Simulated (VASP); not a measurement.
Write the native input for VASP 6.6.1 that does the following.

* Task: single point
* Functional: PBE
* Potentials or basis: VASP PAW PBE potentials, release 64 (Al, H)
* Cutoff: 520 eV
* k mesh: 6 × 6 × 6
* Occupations: gaussian, width 0.1 eV
* Spin: no spin polarisation
* Dipole correction: no
* Further INCAR settings: ALGO = Normal; EDIFF = 1e-06; NBANDS = 13

The structure of Al3H lies in POSCAR:

```
Al3H
1.0
    4.5089006990      0.0000000000      0.0000000000
   -2.2544503495      3.9048225485      0.0000000000
    0.0000000000      0.0000000000      3.4892834614
Al H
3 1
Direct
    0.3333333333      0.6666666667      0.0000000000
    0.6666666667      0.3333333333      0.0000000000
    0.0000000000      0.0000000000      0.5000000000
    0.0000000000      0.0000000000      0.0000000000
```

The cell was generated, and may not be a known phase.

These files were run (other wordings do the same):

INCAR

```
SYSTEM = Al3H
PREC = Accurate ; ENCUT = 520
EDIFF = 1E-6 ; ISMEAR = 0
SIGMA = 0.1 ; LREAL = .FALSE.
LASPH = .TRUE. ; NELM = 100
ALGO = Normal ; ISIF = 2
LWAVE = .FALSE. ; LCHARG = .TRUE.
GGA = PE ; LELF = .TRUE.
LVHAR = .TRUE. ; NBANDS = 13
```

KPOINTS

```
regular mesh
0
G
  6 6 6
  0 0 0
```

Potentials or basis: VASP PAW PBE potentials, release 64 (Al, H).

Run with:

```bash
$ cat potpaw_PBE.64/Al/POTCAR potpaw_PBE.64/H/POTCAR > POTCAR
$ mpirun -np 1 vasp_std > vasp.out
```

It gave:

- Pressure: 0.0 GPa
- Band gap on the k mesh: zero (bands 5 and 6 overlap by 5.39 eV)

It took 12 s on 1 thread of Intel(R) Xeon(R) Platinum 8559C (Emerald Rapids), on a shared host, peak memory 0.18 GiB.
